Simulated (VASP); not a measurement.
WSe2: single point with PBE+D3(BJ)

WSe2, a slab with vacuum:

```
Se W
1.0
     3.28549    0.00000    0.00000
    -1.64275    2.84532    0.00000
     0.00000    0.00000   24.23865
Se W
4 2
Direct
  0.33333 0.66667 0.18565
  0.33333 0.66667 0.32466
  0.50000 0.00000 0.45297
  0.50000 0.00000 0.59197
  0.66667 0.33333 0.25516
  0.83333 0.66667 0.52247
```

This cell differs from its parent crystal: layers slid over each other.

```yaml
Program: VASP 6.6.1
Task: single point
Functional: PBE
Dispersion: D3(BJ)
Potentials_or_basis: VASP PAW PBE potentials, release 64 (Se, W_sv)
Cutoff: 520 eV
k_mesh: 9 × 9 × 1
Occupations: gaussian, width 0.05 eV
Spin: no spin polarisation
```

* Largest force: 0.244 eV/Å
* Band gap on the k mesh: 1.34 eV (least direct gap 1.62 eV)
* Dispersion energy per atom: -0.400 eV

Forces in eV/Å, atoms in the order of the input:
```
Se   0.000  0.005 -0.039
Se   0.000 -0.159 -0.180
Se   0.000  0.156  0.188
Se   0.000  0.001  0.042
W    0.000 -0.038 -0.014
W    0.000  0.035  0.002
```

Levels at points of the mesh, in eV from the valence-band top:
```tsv
k point	band 23	band 24	band 25	band 26	band 27	band 28	band 29	band 30
(0.00, 0.00, 0.00)	-1.33	-1.33	-0.78	0.00	2.75	2.79	2.82	2.85
```

Wall time 6.4 min on 1 thread of AMD EPYC 7R43 64-Core Processor (Zen 3) (shared host), peak memory 0.36 GiB.

Caveat: the cell differs from its parent crystal (layers slid over each other); spin-orbit coupling is left out, which moves the levels of the heavy elements.
